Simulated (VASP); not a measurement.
Wanted: the native input for a VASP 6.6.1 run.

- Task: single point
- Functional: r2SCAN
- Potentials or basis: VASP PAW PBE potentials, release 64 (Br)
- Cutoff: 550 eV
- k mesh: 8 × 8 × 4
- Occupations: fermi-dirac, width 0.05 eV
- Spin: no spin polarisation
- Dipole correction: no
- Further INCAR settings: ALGO = Normal; EDIFF = 1e-06; NBANDS = 22

Crystal: Br.

```xyz
4
Lattice="3.4587 -2.0691 0.0000 3.4587 2.0691 0.0000 0.0000 0.0000 8.5296" Properties=species:S:1:pos:R:3 pbc="T T T"
Br    3.4587   -1.4932    0.9876
Br    3.4587   -0.5760    5.2524
Br    3.4587    1.4932    7.5420
Br    3.4587    0.5760    3.2772
```

The input as run:

POSCAR

```
Br
1.0
    3.4586673270     -2.0691427712      0.0000000000
    3.4586673270      2.0691427712      0.0000000000
    0.0000000000      0.0000000000      8.5295859905
Br
4
Direct
    0.8608174979      0.1391825021      0.1157818231
    0.6391825021      0.3608174979      0.6157818231
    0.1391825021      0.8608174979      0.8842181769
    0.3608174979      0.6391825021      0.3842181769
```

INCAR.step1

```
SYSTEM = Br
ALGO = Normal ; EDIFF = 1E-5
ENCUT = 550 ; GGA = PE
GGA_COMPAT = .FALSE. ; ISMEAR = -1
LASPH = .TRUE. ; LCHARG = .FALSE.
LREAL = .FALSE. ; LWAVE = .TRUE.
NBANDS = 22 ; NELM = 120
PREC = Accurate ; SIGMA = 0.05
```

INCAR.step2

```
SYSTEM = Br
ALGO = Normal ; EDIFF = 1E-6
ENCUT = 550 ; GGA_COMPAT = .FALSE.
ISIF = 2 ; ISMEAR = -1
ISTART = 1 ; LASPH = .TRUE.
LCHARG = .FALSE. ; LMIXTAU = .TRUE.
LREAL = .FALSE. ; LWAVE = .FALSE.
METAGGA = R2SCAN ; NBANDS = 22
NELM = 120 ; PREC = Accurate
SIGMA = 0.05
```

KPOINTS

```
k-points
0
G
  8 8 4
  0 0 0
```

Potentials or basis: VASP PAW PBE potentials, release 64 (Br).

Run with:

```console
$ cat potpaw_PBE.64/Br/POTCAR > POTCAR
$ cp INCAR.step1 INCAR
$ mpirun -np 1 vasp_std > vasp.out
$ cp INCAR.step2 INCAR
$ mpirun -np 1 vasp_std > vasp.out
```

It gave:

| Quantity | Value |
| --- | --- |
| Pressure | 3.0 GPa |
| Largest force | 0.774 eV/Å |
| Band gap on the k mesh | 1.93 eV |

Caveat: the cell stands under pressure; the PAW data sets were made with another functional, which shifts forces and pressure a little.

Wall time 14 min on 1 thread of Intel Xeon 8259CL, with other jobs on the host, peak memory 0.36 GiB.
